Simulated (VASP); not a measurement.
# Zn15Se16 (a cell with a defect) in VASP: single point with PBEsol

Aim: the single point of Zn15Se16 (a cell with a defect) with PBEsol.

Everything below comes from runs of VASP 6.6.1. Logs are shortened: lines on timing, memory, paths and dates and some standing lists are left out, and cuts for length are marked.

## 1. The cell of the first run

The cell holds a defect, 31 atoms: a = 9.757 Å, b = 9.757 Å, c = 9.757 Å, α = 109.47°, β = 109.47°, γ = 109.47°.

## 2. Single point, PBEsol

The input, INCAR:

```
PREC = Accurate
ENCUT = 520
EDIFF = 1E-7
ISMEAR = 0
SIGMA = 0.02
LREAL = Auto
LASPH = T
NELM = 60
ALGO = Normal
ISIF = 2
LWAVE = F
LCHARG = F
GGA = PS
NBANDS = 159
NELECT = 278.0
```

The input, KPOINTS:

```
Automatic mesh
0
Gamma
  2 2 2
  0.5 0.5 0.5
```

The input, POSCAR:

```
Zn15Se16
1.0
   -5.6332473954      5.6332473954     -5.6332473954
    5.6332473954      5.6332473954      5.6332473954
    5.6332473954     -5.6332473954     -5.6332473954
Zn Se
15 16
Direct
    0.0671475036      0.3171473530      0.4999998761
    0.5135199641      0.2515603169      0.2657798238
    0.7630953690      0.7523186366      0.5000000537
    0.2569562276      0.5069562545      0.2458526855
    0.5023190535      0.0130955548      0.5000000537
    0.0015602901      0.7635198134      0.2657796463
    0.7519861463      0.2573536006      0.0129066762
    0.4944464186      0.4890791770     -0.0129069425
    0.7367438724     -0.0132559419      0.2374773210
   -0.0007331473      0.2492668796      0.7625228751
    0.2390794164      0.7444468005     -0.0129066762
    0.0073535737      0.0019861546      0.0129069425
    0.7477402827      0.4857807243      0.7342203723
    0.5111033296      0.7611034451      0.7541471556
    0.2357806087     -0.0022600641      0.7342201948
    0.2384940525      0.2514671202      0.7329583116
    0.0014676259      0.4884944344      0.7329586667
    0.4840517039      0.2523348258      0.5000001424
    0.7609471410      0.7531783538      0.7545041433
    0.2744170265      0.5244168759      0.4999998761
    0.5031784158      0.0109473268      0.7545039658
    0.0023346214      0.7340515532      0.4999997874
    0.7685089427      0.2555358213      0.2670412631
    0.5064431401      0.4986740867      0.2454958753
    0.7478052541     -0.0021950039      0.5000000537
    0.0006908981      0.2506907474      0.0090083031
    0.2486744149      0.7564433445      0.2454960528
    0.0055356170      0.0185089510      0.2670415294
    0.7563347038      0.5063350320      0.0000000000
    0.4916825599      0.7416825867     -0.0090083031
    0.2563350939      0.0063351558      0.0000000888
```

Potentials or basis: VASP PAW PBE potentials, release 64 (Zn, Se).

The run is started by

```
> cat potpaw_PBE.64/Zn/POTCAR potpaw_PBE.64/Se/POTCAR > POTCAR
> mpirun -np 1 vasp_std > vasp.out
```

OUTCAR:

```text
PREC = Accurate
   ENCUT = 520
   EDIFF = 1E-7
   ISMEAR = 0
   LREAL = Auto
   LASPH = T
   NELM = 60
   ISIF = 2
   GGA = PS
   NELECT = 278.0

 ion  position               nearest neighbor table
   1  0.067  0.317  0.500-  20 2.34  28 2.74  16 2.74  23 2.74  17 2.74
   2  0.514  0.252  0.266-  18 2.39  23 2.47  31 2.50  24 2.51
   3  0.763  0.752  0.500-  22 2.40  25 2.45  19 2.49  24 2.49
   4  0.257  0.507  0.246-  20 2.37  26 2.44  27 2.46  24 2.46
   5  0.502  0.013  0.500-  18 2.40  25 2.45  21 2.49  27 2.49
   6  0.002  0.764  0.266-  22 2.39  28 2.47  29 2.50  27 2.51
   7  0.752  0.257  0.013-  23 2.44  21 2.45  29 2.46  26 2.46
[... 8 lines left out ...]
  16  0.238  0.251  0.733-   8 2.44  10 2.44  15 2.47   1 2.74
  17  0.001  0.488  0.733-  11 2.44  10 2.44  13 2.47   1 2.74
  18  0.484  0.252  0.500-  13 2.39   2 2.39   5 2.40
  19  0.761  0.753  0.755-  12 2.45  14 2.46   3 2.49  13 2.51
  20  0.274  0.524  0.500-   1 2.34   4 2.37  14 2.37
  21  0.503  0.011  0.755-   7 2.45  14 2.46   5 2.49  15 2.51
  22  0.002  0.734  0.500-   6 2.39  15 2.39   3 2.40
  23  0.769  0.256  0.267-   7 2.44   9 2.44   2 2.47   1 2.74
  24  0.506  0.499  0.245-   8 2.45   4 2.46   3 2.49   2 2.51
  25  0.748  0.998  0.500-   3 2.45   5 2.45   9 2.49  10 2.49
  26  0.001  0.251  0.009-  10 2.40   4 2.44  12 2.46   7 2.46
  27  0.249  0.756  0.245-  11 2.45   4 2.46   5 2.49   6 2.51
  28  0.006  0.019  0.267-  12 2.44   9 2.44   6 2.47   1 2.74
  29  0.756  0.506  0.000-   8 2.46   7 2.46   6 2.50  13 2.50
  30  0.492  0.742  0.991-   9 2.40  14 2.44  11 2.46   8 2.46
  31  0.256  0.006  0.000-  12 2.46  11 2.46   2 2.50  15 2.50

  LATTYP: Found a body centered cubic cell.
 ALAT       =    11.2664947908

  Lattice vectors:

 A1 = (  -5.6332473954,   5.6332473954,  -5.6332473954)
 A2 = (   5.6332473954,   5.6332473954,   5.6332473954)
 A3 = (   5.6332473954,  -5.6332473954,  -5.6332473954)

Analysis of symmetry for initial positions (statically):
=====================================================================
 Subroutine PRICEL returns:
 Original cell was already a primitive cell.

 Routine SETGRP: Setting up the symmetry group for a
 body centered cubic supercell.

 Subroutine GETGRP returns: Found  4 space group operations
 (whereof  1 operations were pure point group operations)
 out of a pool of 48 trial point group operations.

The static configuration has the point symmetry C_1 .
 The point group associated with its full space group is C_2v.
[... 153 lines left out ...]
   NSW    =      0    number of steps for IOM
   IBRION =     -1    ionic relax: 0-MD 1-quasi-New 2-CG
   NFREE  =      0    steps in history (QN), initial steepest desc. (CG)
   ISIF   =      2    stress and relaxation
   ISYM   =      2    0-nonsym 1-usesym 2-fastsym
   POTIM  = 0.5000    time-step for ionic-motion
   TEBEG  =    0.0;   TEEND  =   0.0 temperature during run
   PSTRESS=    0.0 pullay stress
   NELECT =     278.0000    total number of electrons
   NUPDOWN=      -1.0000    fix difference up-down
   EMIN   =  10.00;   EMAX   =-10.00  energy-range for DOS
   EFERMI =   0.00;   METHOD = LEGACY
   ISMEAR =     0;   SIGMA  =   0.02  broadening in eV -4-tet -1-fermi 0-gaus
   EFERMI_NEDOS =   21; number of points for ismear=-14 and -15
   IALGO  =     38    algorithm
   IMIX   =      4    mixing-type and parameters
     AMIX     =   0.40;   BMIX     =  1.00
     AMIX_MAG =   1.60;   BMIX_MAG =  1.00
  volume/ion in A,a.u.               =      23.07       155.66
  Fermi-wavevector in a.u.,A,eV,Ry     =   1.194843  2.257926 19.424363  1.427650
  Thomas-Fermi vector in A             =   2.330823
   LORBIT       =      0    0 simple, 1 ext, 2 COOP (PROOUT), +10 PAW based schemes
   GGA     = PS    functional components
   LHFCALC =     F    Hartree Fock is set to
   AEXX    =    0.0000 exact exchange contribution
   IVDW    =     0    specifies the selected vdW correction
   LEPSILON=     F    determine dielectric tensor
   LRPA    =     F    only Hartree local field effects (RPA)
 non-spin polarized calculation
 Gauss-broadening in eV      SIGMA  =   0.02
  energy-cutoff  :      520.00
  volume of cell :      715.05
 maximum number of plane-waves:     19368
 NGX is ok and might be reduce to    80
   NGX = 37   NGY = 37   NGZ = 37

 number of electron     278.0000055 magnetization

 Free energy of the ion-electron system (eV)
  ---------------------------------------------------
  ext. energy  EPLUGINS =         0.00000000
  ---------------------------------------------------
  free energy    TOTEN  =       -99.56470189 eV

  energy without entropy =      -99.56470189  energy(sigma->0) =      -99.56470189

 E-fermi :   1.7358     XC(G=0):  -9.5492

 val. band max:        1.6432672239   @ k =   0.2500   0.2500   0.2500
 cond. band min:       3.3835016015   @ k =   0.2500   0.2500   0.2500
 fundamental gap:      1.7402343777
 Fermi energy:         1.7357912573

 k-point     1 :       0.2500    0.2500    0.2500
  band No.  band energies     occupation
      1     -11.5602      2.00000
      2     -11.5502      2.00000
      3     -11.3860      2.00000
      4     -11.3637      2.00000
      5     -11.0552      2.00000
      6     -11.0507      2.00000
[... 451 lines left out ...]
    150       5.5687      0.00000
    151       5.5837      0.00000
 [bands above 151 left out]

------------------------ aborting loop because EDIFF is reached ----------------------------------------

  FORCE on cell =-STRESS in cart. coord.  units (eV):
  Direction    XX          YY          ZZ          XY          YZ          ZX
  --------------------------------------------------------------------------------------
  -------------------------------------------------------------------------------------
  Total        8.7877276     13.7662740      8.7877276      0.0000000      0.0000000     -1.2804700
  in kB       19.6902262     30.8454085     19.6902262      0.0000000      0.0000000     -2.8690857
  external PRESSURE =      23.4086203 kB  Pullay stress =       0.0000000 kB

 VOLUME and BASIS-vectors are now :
 -----------------------------------------------------------------------------
  energy-cutoff  :      520.00
  volume of cell :      715.05
      direct lattice vectors                 reciprocal lattice vectors
    -5.633247395  5.633247395 -5.633247395     0.000000000  0.088758750 -0.088758750
     5.633247395  5.633247395  5.633247395     0.088758750  0.088758750  0.000000000
     5.633247395 -5.633247395 -5.633247395     0.088758750  0.000000000 -0.088758750

 POSITION                                       TOTAL-FORCE (eV/Angst)
 -----------------------------------------------------------------------------------
      4.22493     -0.65179     -1.40831         0.000000     -0.025013      0.000000
      0.02152      2.81268     -2.97289        -0.015026      0.016477      0.008848
      2.75592      5.72008     -2.87733        -0.014974     -0.012056     -0.014974
      2.79326      2.91836      0.02336         0.001532      0.025238     -0.001532
      0.06071      0.08683     -5.57254         0.014974     -0.012056      0.014974
      5.78951      2.81268      2.79510        -0.008848      0.016477      0.015026
[... 23 lines left out ...]
      6.99081      1.36535     -4.17419         0.003776     -0.028076     -0.003776
     -1.40831      1.47969     -1.40831         0.000000      0.015878      0.000000
 -----------------------------------------------------------------------------------
    total drift:                               -0.001146     -0.011481     -0.006566

  FREE ENERGIE OF THE ION-ELECTRON SYSTEM (eV)
  ---------------------------------------------------
  free  energy   TOTEN  =       -99.5647018885 eV

  energy  without entropy=      -99.5647018885  energy(sigma->0) =      -99.56470189
```

stdout:

```text
POSCAR found type information on POSCAR ZnSe
 POSCAR found :  2 types and      31 ions
 scaLAPACK will be used
 -----------------------------------------------------------------------------
|                                                                             |
|                                                                             |
|     You enforced a specific xc type in the INCAR file but a different       |
|     I HOPE YOU KNOW WHAT YOU ARE DOING!                                     |
|                                                                             |
 -----------------------------------------------------------------------------

 LDA part: xc-table for (Slater+PW92), standard interpolation
 POSCAR, INCAR and KPOINTS ok, starting setup
 FFT: planning ... GRIDC
 FFT: planning ... GRID_SOFT
 FFT: planning ... GRID
 WAVECAR not read
 entering main loop
 the old and the new charge density differ
 old charge density:   276.00000 new  278.00001
    0.190E+01
```

Run time: 27 min. Hardware: 1 thread of Oxide Virtual Turin-like, shared host; peak memory 1 GiB.

What came out:

```yaml
Free_energy: -99.5647 eV
Largest_force: 0.054 eV/Å
```

Forces on the atoms (eV/Å):
```
Zn   0.000 -0.025  0.000
Zn  -0.015  0.016  0.009
Zn  -0.015 -0.012 -0.015
Zn   0.002  0.025 -0.002
Zn   0.015 -0.012  0.015
Zn  -0.009  0.016  0.015
Zn  -0.012  0.004 -0.012
Zn   0.012  0.004  0.012
Zn   0.009  0.013 -0.009
Zn  -0.009  0.013  0.009
Zn  -0.012  0.004 -0.012
Zn   0.012  0.004  0.012
Zn   0.009  0.016 -0.015
Zn  -0.002  0.025  0.002
Zn   0.015  0.016 -0.009
Se  -0.017  0.003  0.007
Se  -0.007  0.003  0.017
Se   0.019 -0.046  0.019
Se  -0.007 -0.004 -0.010
Se   0.000 -0.006  0.000
Se   0.010 -0.004  0.007
Se  -0.019 -0.046 -0.019
Se   0.017  0.003 -0.007
Se  -0.010 -0.004 -0.007
Se   0.000  0.016  0.000
Se  -0.004 -0.028  0.004
Se   0.007 -0.004  0.010
Se   0.007  0.003 -0.017
Se   0.000  0.016  0.000
Se   0.004 -0.028 -0.004
Se   0.000  0.016  0.000
```

Caveat: the cell carries a net charge on a neutralising background, which shifts energy and pressure; the cell is charged against a uniform background, so pressure and absolute levels hang on convention; the PAW data sets were made with another functional, which shifts forces and pressure a little.
